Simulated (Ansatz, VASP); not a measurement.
Be2F in VASP and in Ansatz

```
Be F
1.0
     3.40277    0.00000    0.00000
     0.00000    3.40277    0.00000
     0.00000    0.00000    6.05546
Be F
4 2
Direct
  0.77442 0.27442 0.88953
  0.72558 0.77442 0.11047
  0.27442 0.22558 0.11047
  0.22558 0.72558 0.88953
  0.50000 0.00000 0.30593
  0.00000 0.50000 0.69407
```

Alike in both runs: functional PBE; k mesh 12 × 12 × 6; occupations gaussian, width 0.1 eV; no spin polarisation.

Ansatz relaxed the structure, and its values are those at the end. VASP's run is a single point on that final structure, the one shown.

|  | VASP | Ansatz |
| --- | --- | --- |
| version | VASP 6.6.1 | Ansatz 0.2.0 |
| potentials or method | VASP PAW PBE potentials, release 64 (Be, F_h), cutoff 910 eV | scalar-relativistic, plane waves, PAW |
| valence electrons in the cell | 22 | 22 |

|  | VASP | Ansatz | Ansatz less VASP |
| --- | --- | --- | --- |
| gap on the k mesh at the Fermi level (eV) | none | none | - |
| rms of the force components (eV/Å) | 0.019 | 0.001 | -0.0180 |

A gap of «none» marks a metal or a gap that the smearing closes.

Noted on VASP's run: the cutoff is under 1.25 times that of the potentials, so the pressure is a little rough.
